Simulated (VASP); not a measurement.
InSb, 2 atoms in the cell. It takes space group Fm-3m (No. 225, cubic). Conventional cell: a = 6.147 Å, b = 6.147 Å, c = 6.147 Å, α = 90.00°, β = 90.00°, γ = 90.00°. Within 4.0 Å of In (site symmetry m-3m) lie 6 Sb at 3.07 Å. Sb (site symmetry m-3m) has 6 In at 3.07 Å within 4.0 Å. 

```yaml
Program: VASP 6.6.1
Task: single point
Functional: PBE
Potentials_or_basis: VASP PAW PBE potentials, release 64 (In_d, Sb)
Cutoff: 520 eV
k_mesh: 1 × 1 × 1
Occupations: gaussian, width 0.1 eV
Spin: no spin polarisation
Dipole_correction: no
Further_INCAR_settings: ALGO = Normal; EDIFF = 1e-06; NBANDS = 16
```

Potentials or basis: VASP PAW PBE potentials, release 64 (In_d, Sb).

The run is started by

```console
$ cat potpaw_PBE.64/In_d/POTCAR potpaw_PBE.64/Sb/POTCAR > POTCAR
$ mpirun -np 1 vasp_gam > vasp.out
```

Hardware: 1 thread of Intel Xeon 8259CL (shared host).

Q: How long does it take, and how much memory?

A: Wall time 8.3 s on 1 thread of Intel Xeon 8259CL, with other jobs on the host, peak memory 0.17 GiB. Counts: scf iterations 14, k points 1.
